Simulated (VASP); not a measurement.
# Al2Cu (scan) (P4/mmm) in VASP: single point with r2SCAN

Aim: the single point of Al2Cu (scan) with r2SCAN.

Everything below comes from runs of VASP 6.6.1. Logs are shortened: lines on timing, memory, paths and dates and some standing lists are left out, and cuts for length are marked.

**1. The cell of the first run**

It takes space group P4/mmm (No. 123, tetragonal). Conventional cell: a = 4.105 Å, b = 4.105 Å, c = 2.891 Å, α = 90.00°, β = 90.00°, γ = 90.00°. Al (site symmetry mmm) has 4 Cu at 2.51 Å and 6 Al at 2.89 to 2.90 Å within 3.3 Å. Cu (site symmetry 4/mmm) has 8 Al at 2.51 Å and 2 Cu at 2.89 Å within 3.3 Å.

**2. Single point, r2SCAN**

The input, POSCAR:

```
Al2Cu
1.0
    4.1051820000      0.0000000000      0.0000000000
    0.0000000000      4.1051820000      0.0000000000
    0.0000000000      0.0000000000      2.8913130000
Al Cu
2 1
Direct
    0.5000000000      0.0000000000      0.5000000000
    0.0000000000      0.5000000000      0.5000000000
    0.0000000000      0.0000000000      0.0000000000
```

The input, INCAR.step1:

```
PREC = Accurate
ENCUT = 520
ISMEAR = 0
SIGMA = 0.1
LREAL = False
LASPH = True
NELM = 80
NBANDS = 16
GGA = PE
ALGO = Normal
EDIFF = 1E-4
LWAVE = True
LCHARG = False
```

The input, INCAR.step2:

```
PREC = Accurate
ENCUT = 520
EDIFF = 1E-6
ISMEAR = 0
SIGMA = 0.1
LREAL = False
LASPH = True
NELM = 80
ALGO = Normal
ISIF = 2
LWAVE = False
LCHARG = True
METAGGA = R2SCAN
LMIXTAU = True
LELF = True
LVHAR = True
NBANDS = 16
ISTART = 1
```

The input, KPOINTS:

```
Automatic mesh
0
Gamma
  4 4 6
```

Potentials or basis: VASP PAW PBE potentials, release 64 (Al, Cu).

The run is started by

```sh
$ cat potpaw_PBE.64/Al/POTCAR potpaw_PBE.64/Cu/POTCAR > POTCAR
$ cp INCAR.step1 INCAR
$ mpirun -np 1 vasp_std > vasp.out
$ cp INCAR.step2 INCAR
$ mpirun -np 1 vasp_std > vasp.out
```

OUTCAR:

```text
PREC = Accurate
   ENCUT = 520
   EDIFF = 1E-6
   ISMEAR = 0
   LREAL = False
   LASPH = True
   NELM = 80
   ISIF = 2
   METAGGA = R2SCAN
   ISTART = 1

 ion  position               nearest neighbor table
   1  0.500  0.000  0.500-   3 2.51   3 2.51   3 2.51   3 2.51   2 2.90   2 2.90   2 2.90   2 2.90

   2  0.000  0.500  0.500-   3 2.51   3 2.51   3 2.51   3 2.51   1 2.90   1 2.90   1 2.90   1 2.90

   3  0.000  0.000  0.000-   1 2.51   2 2.51   1 2.51   2 2.51   2 2.51   2 2.51   1 2.51   1 2.51

  LATTYP: Found a simple tetragonal cell.
 ALAT       =     4.1051820000
 C/A-ratio  =     0.7043081159

  Lattice vectors:

 A1 = (   4.1051820000,   0.0000000000,   0.0000000000)
 A2 = (   0.0000000000,   4.1051820000,   0.0000000000)
 A3 = (   0.0000000000,   0.0000000000,   2.8913130000)

Analysis of symmetry for initial positions (statically):
=====================================================================
 Subroutine PRICEL returns:
 Original cell was already a primitive cell.

 Routine SETGRP: Setting up the symmetry group for a
 simple tetragonal supercell.

 Subroutine GETGRP returns: Found 16 space group operations
 (whereof 16 operations were pure point group operations)
 out of a pool of 16 trial point group operations.

The static configuration has the point symmetry D_4h.

Analysis of symmetry for dynamics (positions and initial velocities):
=====================================================================
 Subroutine PRICEL returns:
 Original cell was already a primitive cell.

 Routine SETGRP: Setting up the symmetry group for a
 simple tetragonal supercell.

 Subroutine GETGRP returns: Found 16 space group operations
 (whereof 16 operations were pure point group operations)
 out of a pool of 16 trial point group operations.

The dynamic configuration has the point symmetry D_4h.

 Subroutine INISYM returns: Found 16 space group operations
 (whereof 16 operations are pure point group operations),
 and found     1 'primitive' translations

----------------------------------------------------------------------------------------

                                     Primitive cell

  volume of cell :      48.7259

  direct lattice vectors                    reciprocal lattice vectors
     4.105182000  0.000000000  0.000000000     0.243594559  0.000000000  0.000000000
     0.000000000  4.105182000  0.000000000     0.000000000  0.243594559  0.000000000
     0.000000000  0.000000000  2.891313000     0.000000000  0.000000000  0.345863627

  length of vectors
     4.105182000  4.105182000  2.891313000     0.243594559  0.243594559  0.345863627

  position of ions in fractional coordinates (direct lattice)
     0.500000000  0.000000000  0.500000000
     0.000000000  0.500000000  0.500000000
     0.000000000  0.000000000  0.000000000

  ion indices of the primitive-cell ions
   primitive index   ion index
                 1           1
                 2           2
                 3           3

----------------------------------------------------------------------------------------

 KPOINTS: Automatic mesh

Automatic generation of k-mesh.
 Grid dimensions read from file:
 generate k-points for:    4    4    6

 Generating k-lattice:

  Cartesian coordinates                     Fractional coordinates (reciprocal lattice)
     0.060898640  0.000000000  0.000000000     0.250000000  0.000000000  0.000000000
     0.000000000  0.060898640  0.000000000     0.000000000  0.250000000  0.000000000
     0.000000000  0.000000000  0.057643938     0.000000000  0.000000000  0.166666667

  Length of vectors
     0.060898640  0.060898640  0.057643938

  Shift w.r.t. Gamma in fractional coordinates (k-lattice)
     0.000000000  0.000000000  0.000000000

 Subroutine IBZKPT returns following result:
 ===========================================

 Found     24 irreducible k-points:

 Following reciprocal coordinates:
            Coordinates               Weight
  0.000000  0.000000  0.000000      1.000000
  0.250000  0.000000  0.000000      4.000000
  0.500000  0.000000  0.000000      2.000000
  0.250000  0.250000  0.000000      4.000000
  0.500000  0.250000  0.000000      4.000000
  0.500000  0.500000  0.000000      1.000000
[... 16 lines left out ...]
  0.500000  0.250000  0.500000      4.000000
  0.500000  0.500000  0.500000      1.000000
   k-points           NKPTS =     24   k-points in BZ     NKDIM =     24   number of bands    NBANDS=     16
   number of dos      NEDOS =    301   number of ions     NIONS =      3
   total plane-waves  NPLWV =  24576
   dimension x,y,z NGX =    32 NGY =   32 NGZ =   24
   dimension x,y,z NGXF=    64 NGYF=   64 NGZF=   48
   ions per type =               2   1
   NGX,Y,Z   is equivalent  to a cutoff of  12.96, 12.96, 13.80 a.u.
   NGXF,Y,Z  is equivalent  to a cutoff of  25.92, 25.92, 27.60 a.u.
 SYSTEM =  unknown system
   PREC   = accura    normal or accurate (medium, high low for compatibility)
   ISTART =      1    job   : 0-new  1-cont  2-samecut
   ICHARG =      0    charge: 1-file 2-atom 10-const
   ISPIN  =      1    spin polarized calculation?
   LNONCOLLINEAR =      F non collinear calculations
   LSORBIT =      F    spin-orbit coupling
   LASPH  =      T    aspherical Exc in radial PAW
   ENCUT  =  520.0 eV  38.22 Ry    6.18 a.u.   7.63  7.63  5.38*2*pi/ulx,y,z
   NELM   =     80;   NELMIN=  2; NELMDL=  0     # of ELM steps
   EDIFF  = 0.1E-05   stopping-criterion for ELM
   LREAL  =      F    real-space projection
   EDIFFG = 0.1E-04   stopping-criterion for IOM
   NSW    =      0    number of steps for IOM
   IBRION =     -1    ionic relax: 0-MD 1-quasi-New 2-CG
   NFREE  =      0    steps in history (QN), initial steepest desc. (CG)
   ISIF   =      2    stress and relaxation
   ISYM   =      2    0-nonsym 1-usesym 2-fastsym
   POTIM  = 0.5000    time-step for ionic-motion
   TEBEG  =    0.0;   TEEND  =   0.0 temperature during run
   PSTRESS=    0.0 pullay stress
   NELECT =      17.0000    total number of electrons
   NUPDOWN=      -1.0000    fix difference up-down
   EMIN   =  10.00;   EMAX   =-10.00  energy-range for DOS
   EFERMI =   0.00;   METHOD = LEGACY
   ISMEAR =     0;   SIGMA  =   0.10  broadening in eV -4-tet -1-fermi 0-gaus
   EFERMI_NEDOS =   21; number of points for ismear=-14 and -15
   IALGO  =     38    algorithm
   IMIX   =      4    mixing-type and parameters
     AMIX     =   0.40;   BMIX     =  1.00
     AMIX_MAG =   1.60;   BMIX_MAG =  1.00
  volume/ion in A,a.u.               =      16.24       109.61
  Fermi-wavevector in a.u.,A,eV,Ry     =   1.152492  2.177894 18.071765  1.328237
  Thomas-Fermi vector in A             =   2.289142
   LORBIT       =      0    0 simple, 1 ext, 2 COOP (PROOUT), +10 PAW based schemes
   METAGGA = R2SCAN    functional components
   LHFCALC =     F    Hartree Fock is set to
   AEXX    =    0.0000 exact exchange contribution
   IVDW    =     0    specifies the selected vdW correction
   LEPSILON=     F    determine dielectric tensor
   LRPA    =     F    only Hartree local field effects (RPA)
 non-spin polarized calculation
 Gauss-broadening in eV      SIGMA  =   0.10
  energy-cutoff  :      520.00
  volume of cell :       48.73
 maximum number of plane-waves:      1339
 NGX is ok and might be reduce to    32
   NGX = 15   NGY = 15   NGZ = 11

 number of electron      16.9999979 magnetization

 Free energy of the ion-electron system (eV)
  ---------------------------------------------------
  ext. energy  EPLUGINS =         0.00000000
  ---------------------------------------------------
  free energy    TOTEN  =       -24.38296359 eV

  energy without entropy =      -24.37984721  energy(sigma->0) =      -24.38140540

 E-fermi :   7.1375     XC(G=0): -11.1137

 val. band max:        7.1365961144   @ k =   0.0000   0.0000   0.0000
 cond. band min:       7.1446455628   @ k =   0.5000   0.5000   0.5000
 fundamental gap:      0.0080494484
 Fermi energy:         7.1374642232

 k-point     1 :       0.0000    0.0000    0.0000
  band No.  band energies     occupation
      1      -4.0020      2.00000
      2       1.4886      2.00000
      3       2.0044      2.00000
      4       2.6453      2.00000
      5       2.8877      2.00000
      6       2.8877      2.00000
[... 8 lines left out ...]
     15      14.4892      0.00000
     16      20.4623      0.00000

 k-point     2 :       0.2500    0.0000    0.0000
  band No.  band energies     occupation
      1      -3.4544      2.00000
      2       0.8071      2.00000
      3       1.9224      2.00000
      4       2.5194      2.00000
      5       2.8711      2.00000
      6       2.8756      2.00000
[... 8 lines left out ...]
     15      18.6672      0.00000
     16      18.7333      0.00000

 k-point     3 :       0.5000    0.0000    0.0000
  band No.  band energies     occupation
      1      -2.3479      2.00000
      2      -0.9398      2.00000
      3       1.9378      2.00000
      4       2.4227      2.00000
      5       2.6051      2.00000
      6       2.8547      2.00000
[... 8 lines left out ...]
     15      16.9277      0.00000
     16      18.7997      0.00000

 k-point     4 :       0.2500    0.2500    0.0000
  band No.  band energies     occupation
      1      -2.9040      2.00000
      2       0.9401      2.00000
      3       1.4933      2.00000
      4       2.3231      2.00000
      5       2.8736      2.00000
      6       2.8751      2.00000
[... 8 lines left out ...]
     15      18.7156      0.00000
     16      19.0682      0.00000
[... 324 lines left out ...]
 k-point    22 :       0.2500    0.2500    0.5000
  band No.  band energies     occupation
      1       0.8291      2.00000
      2       1.6073      2.00000
      3       1.6554      2.00000
      4       2.3129      2.00000
      5       2.3204      2.00000
      6       2.7305      2.00000
[... 8 lines left out ...]
     15      15.3664      0.00000
     16      15.5468      0.00000

 k-point    23 :       0.5000    0.2500    0.5000
  band No.  band energies     occupation
      1       1.1583      2.00000
      2       1.4678      2.00000
      3       2.1558      2.00000
      4       2.6534      2.00000
      5       2.7156      2.00000
      6       2.8111      2.00000
[... 8 lines left out ...]
     15      17.4794      0.00000
     16      17.4817      0.00000

 k-point    24 :       0.5000    0.5000    0.5000
  band No.  band energies     occupation
      1       1.3398      2.00000
      2       1.3398      2.00000
      3       2.5861      2.00000
      4       2.6835      2.00000
      5       3.0006      2.00000
      6       3.3830      2.00000
[... 8 lines left out ...]
     15      21.2024      0.00000
     16      21.9577      0.00000

------------------------ aborting loop because EDIFF is reached ----------------------------------------

  FORCE on cell =-STRESS in cart. coord.  units (eV):
  Direction    XX          YY          ZZ          XY          YZ          ZX
  --------------------------------------------------------------------------------------
  -------------------------------------------------------------------------------------
  Total       -1.0204504     -1.0204504     -0.0758855      0.0000000     -0.0000000      0.0000000
  in kB      -33.5538630    -33.5538630     -2.4952249      0.0000000     -0.0000000      0.0000000
  external PRESSURE =     -23.2009836 kB  Pullay stress =       0.0000000 kB

 VOLUME and BASIS-vectors are now :
 -----------------------------------------------------------------------------
  energy-cutoff  :      520.00
  volume of cell :       48.73
      direct lattice vectors                 reciprocal lattice vectors
     4.105182000  0.000000000  0.000000000     0.243594559  0.000000000  0.000000000
     0.000000000  4.105182000  0.000000000     0.000000000  0.243594559  0.000000000
     0.000000000  0.000000000  2.891313000     0.000000000  0.000000000  0.345863627

 POSITION                                       TOTAL-FORCE (eV/Angst)
 -----------------------------------------------------------------------------------
      2.05259      0.00000      1.44566         0.000000      0.000000      0.000000
      0.00000      2.05259      1.44566         0.000000      0.000000      0.000000
      0.00000      0.00000      0.00000         0.000000      0.000000      0.000000
 -----------------------------------------------------------------------------------
    total drift:                               -0.000000     -0.000000      0.000000

  FREE ENERGIE OF THE ION-ELECTRON SYSTEM (eV)
  ---------------------------------------------------
  free  energy   TOTEN  =       -24.3829635857 eV

  energy  without entropy=      -24.3798472080  energy(sigma->0) =      -24.38140540
```

Run time: 46 s. Hardware: 1 thread of Intel Xeon Platinum 8259CL at 2.50GHz (Skylake/Cascade Lake), shared host; peak memory 0.17 GiB.

Results:

| Quantity | Value |
| --- | --- |
| Free energy | -24.3830 eV |
| Pressure | -2.3 GPa |

Levels at points of the mesh, in eV from the Fermi level:
| k point | band 6 | band 7 | band 8 | band 9 | band 10 | band 11 | band 12 | band 13 |
| --- | --- | --- | --- | --- | --- | --- | --- | --- |
| (0.00, 0.00, 0.00) | -4.25 | -2.61 | -2.61 | 0.00 | 1.00 | 6.33 | 6.60 | 6.60 |
| (0.50, 0.00, 0.00) | -4.28 | -4.24 | -1.22 | 1.59 | 1.91 | 2.09 | 7.79 | 8.87 |
| (0.50, 0.50, 0.00) | -4.43 | -4.28 | -4.28 | -2.60 | 8.90 | 8.90 | 9.74 | 10.47 |
| (0.00, 0.00, 0.50) | -4.30 | -3.21 | 2.58 | 2.60 | 2.60 | 2.80 | 2.80 | 3.24 |
| (0.50, 0.00, 0.50) | -4.34 | -3.29 | -2.66 | -1.82 | 3.84 | 4.10 | 4.49 | 5.47 |
| (0.50, 0.50, 0.50) | -3.75 | -2.49 | -2.49 | -1.05 | -0.93 | 0.01 | 0.01 | 2.66 |

Caveat: the k points lie up to 0.38 Å⁻¹ apart; the PAW data sets were made with another functional, which shifts forces and pressure a little.
